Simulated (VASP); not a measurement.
# Sr9Ti7O24 (a cell with a defect) in VASP: notebook, part 2 of 2

VASP 6.6.1. The steps go on from the part before.

## (3) Single point, PBEsol

Input file INCAR:

```
SYSTEM = Sr9Ti7O24
ALGO = Normal
EDIFF = 1E-6
ENCUT = 520
GGA = PS
ISIF = 2
ISMEAR = -1
ISYM = 0
LASPH = .True.
LCHARG = .False.
LREAL = Auto
LWAVE = .False.
NBANDS = 185
NELM = 80
PREC = Accurate
SIGMA = 0.05
```

Input file KPOINTS:

```
Automatic mesh
0
Gamma
  1 1 1
  0.25 0.25 0.25
```

Input file POSCAR:

```
Sr9Ti7O24
1.0
    7.7828210000      0.0000000000      0.0000000000
    0.0000000000      7.7828210000      0.0000000000
    0.0000000000      0.0000000000      7.7828210000
Sr Ti O
9 7 24
Direct
    0.9988030000      0.0046310000      0.9939390000
    0.9929090000      0.0043200000      0.5157620000
    0.9871160000      0.5125660000      0.9864350000
    0.9875120000      0.5159740000      0.5117010000
    0.5129400000      0.9959510000      0.9993410000
    0.5026020000      0.9907240000      0.5032960000
    0.5117210000      0.5147940000      0.9906000000
    0.5084130000      0.5147060000      0.5011020000
    0.2459370000      0.2541760000      0.2500400000
    0.2581060000      0.2599730000      0.7497240000
    0.2449300000      0.7488300000      0.2442500000
    0.2509140000      0.7569950000      0.7498380000
    0.7496580000      0.2601670000      0.2547080000
    0.7506170000      0.2566560000      0.7497810000
    0.7516310000      0.7560240000      0.2502410000
    0.7496840000      0.7577790000      0.7501600000
    0.2694170000      0.1805880000      0.9710600000
    0.1764090000      0.2742460000      0.5289890000
    0.2450360000      0.7808880000      0.0028390000
    0.2520240000      0.7123590000      0.5103080000
    0.7071600000      0.2592750000      0.9889960000
    0.7816770000      0.2530560000      0.4968560000
    0.7559320000      0.7466470000      0.9984250000
    0.7485380000      0.7547450000      0.5009850000
    0.9704970000      0.2689110000      0.1749500000
    0.9866600000      0.2475540000      0.7824240000
    0.0040230000      0.7059460000      0.2507790000
    0.9978620000      0.7560910000      0.7481710000
    0.5271420000      0.1859600000      0.2666490000
    0.4952900000      0.2609680000      0.7053990000
    0.5111950000      0.7854210000      0.2469390000
    0.5003990000      0.7443510000      0.7557200000
    0.2265630000      0.9706360000      0.3170370000
    0.2545050000      0.9922860000      0.7153810000
    0.3287700000      0.5267090000      0.2379550000
    0.2451610000      0.4995010000      0.7918840000
    0.7910690000      0.9931670000      0.2475130000
    0.7391610000      0.0019290000      0.7508460000
    0.7204730000      0.5021210000      0.2546220000
    0.7517920000      0.5045060000      0.7433830000
```

Potentials or basis: VASP PAW PBE potentials, release 64 (Sr_sv, Ti_sv, O).

Started as:

```console
$ cat potpaw_PBE.64/Sr_sv/POTCAR potpaw_PBE.64/Ti_sv/POTCAR potpaw_PBE.64/O/POTCAR > POTCAR
$ mpirun -np 1 vasp_std > vasp.out
```

It took 24 min on 1 thread of Intel Xeon Platinum 8259CL at 2.50GHz (Skylake/Cascade Lake), shared host; peak memory 0.62 GiB.

Results (log left out):

- Free energy: -320.5629 eV
- Pressure: 10.1 GPa
- Largest force: 0.228 eV/Å
- Band gap on the k mesh: 0.04 eV

Forces in eV/Å, atoms in the order of the input:
```
Sr  -0.031 -0.050  0.065
Sr   0.001 -0.041 -0.031
Sr  -0.016  0.055  0.003
Sr  -0.017  0.003 -0.011
Sr   0.042 -0.005  0.028
Sr  -0.017 -0.030  0.017
Sr   0.009  0.011 -0.018
Sr  -0.039 -0.044  0.020
Sr   0.206 -0.023  0.077
Ti  -0.117  0.043 -0.036
Ti  -0.093  0.121  0.169
Ti  -0.028 -0.137 -0.083
Ti  -0.065 -0.127 -0.021
Ti  -0.148 -0.057 -0.034
Ti   0.055  0.012 -0.012
Ti  -0.018 -0.048 -0.004
O    0.018  0.032 -0.033
O   -0.017  0.003  0.002
O   -0.009  0.003 -0.047
O    0.034  0.004  0.049
O    0.012 -0.017 -0.034
O   -0.023  0.032  0.076
O   -0.017  0.020  0.000
O   -0.004 -0.002  0.019
O   -0.045  0.053 -0.029
O    0.140 -0.026  0.011
O   -0.048 -0.025 -0.038
O    0.024  0.013  0.016
O    0.010  0.018 -0.068
O    0.062  0.013 -0.017
O   -0.002 -0.007 -0.030
O    0.015  0.022 -0.004
O    0.063 -0.043 -0.060
O   -0.011  0.099  0.053
O   -0.023  0.045 -0.063
O    0.045  0.012  0.030
O    0.012  0.023 -0.021
O    0.030  0.044  0.018
O    0.001 -0.016  0.023
O    0.010  0.015  0.018
```

Stress tensor (GPa, compression positive):
```
10.29 -0.37 -0.59
-0.37 10.07 -0.34
-0.59 -0.34  9.84
```

Levels at points of the mesh, in eV from the valence-band top:
```
           k point  band 157  band 158  band 159  band 160  band 161  band 162
(0.25, 0.25, 0.25)     -0.25     -0.10     -0.03      0.09      2.80      2.84
```

Caveat: semilocal functionals underestimate gaps, and a narrow one can read as zero; the PAW data sets were made with another functional, which shifts forces and pressure a little.

## (4) Single point, PBEsol, collinear spin

Input file INCAR:

```
SYSTEM = Sr9Ti7O24
PREC = Accurate ; ENCUT = 520
EDIFF = 1E-6 ; ISMEAR = -1
SIGMA = 0.05 ; LREAL = Auto
LASPH = .True. ; NELM = 150
ALGO = Normal ; ISIF = 2
LWAVE = .False. ; LCHARG = .True.
ISPIN = 2 ; MAGMOM = 0 0 0 0 0 0 0 0 0.571 0 0 0 0 0 0 0 0.571 0.571 0 0 0 0 0 0 0.571 0 0 0 0.571 0 0 0 0.571 0 0.571 0 0 0 0 0
LORBIT = 11 ; LMAXMIX = 4
GGA = PS ; LELF = .True.
LVHAR = .True. ; NELECT = 316.0
ISYM = 0 ; NBANDS = 189
```

KPOINTS is that of step 3.

Input file POSCAR:

```
Sr9Ti7O24
1.0
    7.7828210000      0.0000000000      0.0000000000
    0.0000000000      7.7828210000      0.0000000000
    0.0000000000      0.0000000000      7.7828210000
Sr Ti O
9 7 24
Direct
    0.9961150000      0.9957200000      0.9894990000
    0.9943570000      0.9913510000      0.5143270000
    0.9862110000      0.5203360000      0.9804910000
    0.9860380000      0.5206080000      0.5178780000
    0.5144010000      0.9942870000      0.0045640000
    0.5011740000      0.9898420000      0.4996090000
    0.5175370000      0.5128320000      0.9951850000
    0.5110220000      0.5191050000      0.5072940000
    0.2327860000      0.2682000000      0.2476880000
    0.2590850000      0.2587490000      0.7533800000
    0.2402710000      0.7590980000      0.2481820000
    0.2540450000      0.7516960000      0.7567880000
    0.7413520000      0.2543220000      0.2599390000
    0.7453250000      0.2544960000      0.7389910000
    0.7571660000      0.7493470000      0.2520610000
    0.7482280000      0.7584330000      0.7512530000
    0.2707220000      0.1805880000      0.9717550000
    0.1624000000      0.2639440000      0.5321140000
    0.2424950000      0.7754970000      0.0028400000
    0.2520950000      0.7306550000      0.5115680000
    0.7260730000      0.2550870000      0.9914070000
    0.7883080000      0.2479650000      0.4970190000
    0.7556940000      0.7449520000      0.0005070000
    0.7473610000      0.7534720000      0.5023340000
    0.9595120000      0.2626960000      0.1451950000
    0.9977530000      0.2501490000      0.7705730000
    0.0043550000      0.7059530000      0.2535910000
    0.9985470000      0.7535070000      0.7489320000
    0.5180240000      0.2055260000      0.2646890000
    0.5006530000      0.2582730000      0.7073980000
    0.5055690000      0.7747780000      0.2474090000
    0.5015210000      0.7455010000      0.7590160000
    0.2276920000      0.9822960000      0.3010130000
    0.2571110000      0.9944960000      0.7254710000
    0.3385580000      0.5364100000      0.2482640000
    0.2525920000      0.4985830000      0.7869220000
    0.7774000000      0.9899860000      0.2494500000
    0.7427630000      0.0026690000      0.7511240000
    0.7259180000      0.4994750000      0.2598200000
    0.7520200000      0.5012480000      0.7434850000
```

Started as:

```console
$ cat potpaw_PBE.64/Sr_sv/POTCAR potpaw_PBE.64/Ti_sv/POTCAR potpaw_PBE.64/O/POTCAR > POTCAR
$ mpirun -np 1 vasp_std > vasp.out
```

Wall time 1.6 h (1 thread of AMD EPYC 9755, shared host); peak memory 0.89 GiB.

The run converged. Its results:

```
Free energy                                           : -327.7746 eV
Largest force                                         : 0.527 eV/Å
Net moment                                            : -1.90 μB per cell
Site moments                                          : Sr -0.00, +0.00, -0.03 (each value once); Ti +0.01, +0.00, +0.02 (each value once); O -0.01, -0.31, -0.00, -0.04, -0.36, -0.02, -0.35, +0.00, -0.32, -0.10 (each value once) μB
Valence electrons inside the program's atomic spheres : Sr 8.01, 8.02, 8.04, 8.00, 8.27 (each value once); Ti 10.47, 10.48, 10.37, 10.46, 10.35, 10.36, 10.38; O 5.01, 4.97, 5.03, 4.99, 4.94, 5.04, 5.05, 4.95, 5.00 (each value once)
```

Forces in eV/Å, atoms in the order of the input:
```
Sr   0.060  0.075 -0.018
Sr   0.101 -0.007  0.035
Sr   0.032 -0.056 -0.008
Sr   0.067 -0.017 -0.008
Sr  -0.065  0.000 -0.078
Sr  -0.106 -0.042  0.101
Sr  -0.029 -0.015 -0.063
Sr  -0.084  0.001  0.019
Sr  -0.052  0.011  0.069
Ti  -0.095 -0.196  0.058
Ti   0.014  0.037  0.082
Ti  -0.046  0.341 -0.248
Ti   0.442  0.063 -0.281
Ti   0.212 -0.016  0.235
Ti   0.034 -0.016 -0.046
Ti  -0.017  0.004 -0.017
O    0.040  0.105  0.099
O   -0.021  0.059 -0.056
O   -0.005 -0.039  0.130
O   -0.012 -0.127 -0.068
O   -0.028 -0.019 -0.135
O   -0.099  0.002 -0.054
O   -0.018  0.023  0.038
O   -0.009 -0.002 -0.015
O   -0.074  0.002  0.295
O   -0.107  0.010 -0.077
O   -0.095  0.003 -0.018
O   -0.051 -0.008  0.015
O   -0.165 -0.088  0.028
O    0.001  0.010 -0.012
O   -0.023 -0.089  0.011
O    0.098  0.005  0.016
O    0.024  0.004 -0.010
O    0.021 -0.101 -0.013
O    0.089  0.005 -0.090
O    0.038  0.026 -0.005
O   -0.069  0.054  0.028
O    0.012 -0.016  0.005
O    0.010 -0.001  0.028
O   -0.027  0.016  0.026
```

Levels at points of the mesh, in eV from the Fermi level:
Spin up:
| k point | band 154 | band 155 | band 156 | band 157 | band 158 | band 159 | band 160 | band 161 |
| --- | --- | --- | --- | --- | --- | --- | --- | --- |
| (0.25, 0.25, 0.25) | -0.27 | -0.25 | -0.22 | -0.05 | 0.03 | 0.46 | 0.49 | 2.80 |
Spin down:
| k point | band 156 | band 157 | band 158 | band 159 | band 160 | band 161 | band 162 | band 163 |
| --- | --- | --- | --- | --- | --- | --- | --- | --- |
| (0.25, 0.25, 0.25) | -0.29 | -0.27 | -0.25 | -0.02 | 0.04 | 2.80 | 2.84 | 2.85 |

Caveat: the cell carries a net charge on a neutralising background, which shifts energy and pressure; the cell is charged against a uniform background, so pressure and absolute levels hang on convention; a moment this small can come from the mesh or the smearing; the PAW data sets were made with another functional, which shifts forces and pressure a little.
